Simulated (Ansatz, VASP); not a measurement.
# BaTiO3: VASP beside Ansatz

```
CELL_PARAMETERS angstrom
4.02629 0.00000 0.00000
0.00000 4.02629 0.00000
0.00000 0.00000 4.04461
ATOMIC_POSITIONS crystal
Ba 0.00000 0.00000 0.99533
Ti 0.50000 0.50000 0.47984
O 0.50000 0.50000 0.02551
O 0.50000 0.00000 0.51366
O 0.00000 0.50000 0.51366
```

Change from the starting cell: volume scaled by 1.02, ions relaxed.

Alike in both runs: functional PBE; k mesh 8 × 8 × 8; occupations fermi-dirac, width 0.02 eV; no spin polarisation.

Ansatz relaxed the structure, and its values are those at the end. VASP's run is a single point on that final structure, the one shown.

|  | VASP | Ansatz |
| --- | --- | --- |
| version | VASP 6.6.1 | Ansatz 0.2.0 |
| potentials or method | VASP PAW PBE potentials, release 64 (Ba_sv, Ti_sv, O) | plane-wave PAW, scalar-relativistic |
| plane-wave cutoff (eV) | 520 | 420 |
| valence electrons in the cell | 40 | 40 |

```csv
,VASP,Ansatz,Ansatz less VASP
gap on the k mesh at the Fermi level (eV),1.77,1.83,+0.065
pressure (GPa),2.0,0.4,-1.67
rms of the force components (eV/Å),0.026,0.001,-0.0247
```

Ansatz's warnings: stress scf threshold loose.

Spin-orbit coupling is off throughout.
